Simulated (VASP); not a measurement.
A run of VASP 6.6.1 is set up as follows.

Contents of INCAR:

```
SYSTEM = BaTiO3
  PREC = Accurate
  ENCUT = 520
  EDIFF = 1E-6
  ISMEAR = 0
  SIGMA = 0.02
  LREAL = .FALSE.
  LASPH = .TRUE.
  NELM = 100
  ALGO = Normal
  ISIF = 2
  LWAVE = .FALSE.
  LCHARG = .FALSE.
  GGA = PE
  NBANDS = 28
```

File KPOINTS:

```
regular mesh
0
G
  6 6 6
  0 0 0
```

File POSCAR:

```
BaTiO3
1.0
    2.8273666084      1.6323808724      2.3183934932
   -2.8273666084      1.6323808724      2.3183934932
    0.0000000000     -3.2647617449      2.3183934932
Ba Ti O
1 1 3
Direct
    0.0000000000      0.0000000000      0.0000000000
    0.4845000000      0.4845000000      0.4845000000
    0.5086000000      0.5086000000      0.0175000000
    0.0175000000      0.5086000000      0.5086000000
    0.5086000000      0.0175000000      0.5086000000
```

Potentials or basis: VASP PAW PBE potentials, release 64 (Ba_sv, Ti_sv, O).

Launch:

```sh
$ cat potpaw_PBE.64/Ba_sv/POTCAR potpaw_PBE.64/Ti_sv/POTCAR potpaw_PBE.64/O/POTCAR > POTCAR
$ mpirun -np 1 vasp_std > vasp.out
```

(1) What does it give for the band gap on the k mesh?

(2) Predict the largest force.

## Answers

(1) 2.38 eV, indirect (least direct gap 2.78 eV).

(2) 0.213 eV/Å.

Caveat: spin-orbit coupling is left out, which moves the levels of the heavy elements.
